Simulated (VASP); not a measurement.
# CuO: single point with LDA

CuO:

```
CELL_PARAMETERS angstrom
2.34185 -1.71130 0.00000
-1.49182 -1.71130 -5.05787
2.34185 5.13390 0.00000
ATOMIC_POSITIONS crystal
Cu 0.32133 0.95658 0.29054
Cu 0.67867 0.04342 0.70946
Cu 0.32256 0.52186 0.68365
Cu 0.67744 0.47814 0.31635
O 0.41767 0.70732 0.00990
O 0.41393 0.79268 0.65850
O 0.22494 0.34817 0.07342
O 0.94346 0.15183 0.25818
```

```
Program             : VASP 6.6.1
Task                : single point
Functional          : LDA
Potentials or basis : VASP PAW LDA potentials, release 64 (Cu, O)
Cutoff              : 520 eV
k mesh              : 9 × 5 × 5
Occupations         : fermi-dirac, width 0.05 eV
Spin                : no spin polarisation
```

* Pressure: 41.4 GPa
* Largest force: 15.309 eV/Å
* Band gap on the k mesh: zero (bands 34 and 35 overlap by 0.26 eV)

Forces in eV/Å, atoms in the order of the input:
```
Cu    3.228  -0.883   2.520
Cu    5.063  -4.982 -13.561
Cu    0.406   2.146   7.708
Cu    4.911  -0.100  -2.525
O     1.866   2.120   0.730
O    -5.405   1.323   6.199
O    -6.464  -1.444   2.367
O    -3.605   1.821  -3.436
```

Stress tensor (GPa, compression positive):
```
34.28  2.13 -1.92
 2.13 26.61 21.00
-1.92 21.00 63.29
```

Levels at points of the mesh, in eV from the Fermi level:
```
           k point  band 31  band 32  band 33  band 34  band 35  band 36  band 37  band 38
(0.00, 0.00, 0.00)    -0.57    -0.38    -0.25     0.01     0.19     0.37     0.63     4.15
```

It took 7.2 min on 1 thread of AMD EPYC 7R13 Processor (Zen 3), on a shared host, peak memory 0.35 GiB.

Caveat: the cell stands under pressure; semilocal functionals often make such compounds metallic where correlation or magnetic order opens a gap, which also shifts bond lengths; forces of over 1 eV/Å act on the atoms, so gaps and moduli don't describe the material at rest. With open d or f shells a metallic result of LDA can be an artefact of self-interaction; +U or a hybrid may open a gap.
